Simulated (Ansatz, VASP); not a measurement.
**CsSbSI2: VASP beside Ansatz**

File INCAR:

```
SYSTEM = CsSbSI2
PREC = Accurate ; ENCUT = 520
EDIFF = 1E-7 ; ISMEAR = 0
SIGMA = 0.01 ; LREAL = .False.
LASPH = .True. ; NELM = 100
ALGO = Normal ; ISIF = 2
LWAVE = .False. ; LCHARG = .False.
GGA = PS ; NBANDS = 25
```

KPOINTS

```
regular mesh
0
Gamma
  4 4 4
  0 0 0
```

File POSCAR:

```
CsSbSI2
1.0
    6.3217010000      0.0000000000      0.0000000000
    0.0000000000      6.3217010000      0.0000000000
    0.0000000000      0.0000000000      5.0850440000
Cs Sb S I
1 1 1 2
Direct
    0.0000000000      0.0000000000      0.0000000000
    0.5000000000      0.5000000000      0.5000000000
    0.5000000000      0.5000000000      0.0000000000
    0.0000000000      0.5000000000      0.5000000000
    0.5000000000      0.0000000000      0.5000000000
```

Input for Ansatz:

```yaml
crystal:
  lattice:
    - [6.321701, 0.0, 0.0]
    - [0.0, 6.321701, 0.0]
    - [0.0, 0.0, 5.085044]
  atoms:
    - { symbol: Cs, position: [0.0, 0.0, 0.0] }
    - { symbol: Sb, position: [0.5, 0.5, 0.5] }
    - { symbol: S, position: [0.5, 0.5, 0.0] }
    - { symbol: I, position: [0.0, 0.5, 0.5] }
    - { symbol: I, position: [0.5, 0.0, 0.5] }
basis:
  ecutwfc: 475.0
kpoints:
  mp_grid:
    grid: [4, 4, 4]
hamiltonian:
  xc: pbesol
scf:
  occupations:
    method: gaussian
    width: 0.01
output:
  stress: true
```

Alike in both runs: task single point; functional PBEsol; k mesh 4 × 4 × 4; occupations gaussian, width 0.01 eV; no spin polarisation.

|  | VASP | Ansatz |
| --- | --- | --- |
| version | VASP 6.6.1 | Ansatz 0.2.0 |
| potentials or method | VASP PAW PBE potentials, release 64 (Cs_sv, Sb, S, I), cutoff 520 eV | plane waves, PAW |
| valence electrons in the cell | 34 | 64 |

```csv
,VASP,Ansatz,Ansatz less VASP
pressure (GPa),-1.5,-1.5,-0.01
"traceless stress, the component that is largest in VASP (GPa)",-0.11,-0.14,-0.038
```

VASP's potentials were made for PBE, not for PBEsol. The functional is the same, so the differences come from potentials, cutoffs and numerics. VASP's potentials hold 34 valence electrons a cell and Ansatz's 64, so a difference there can come from the potentials and not from the codes.

Spin-orbit coupling is off throughout.
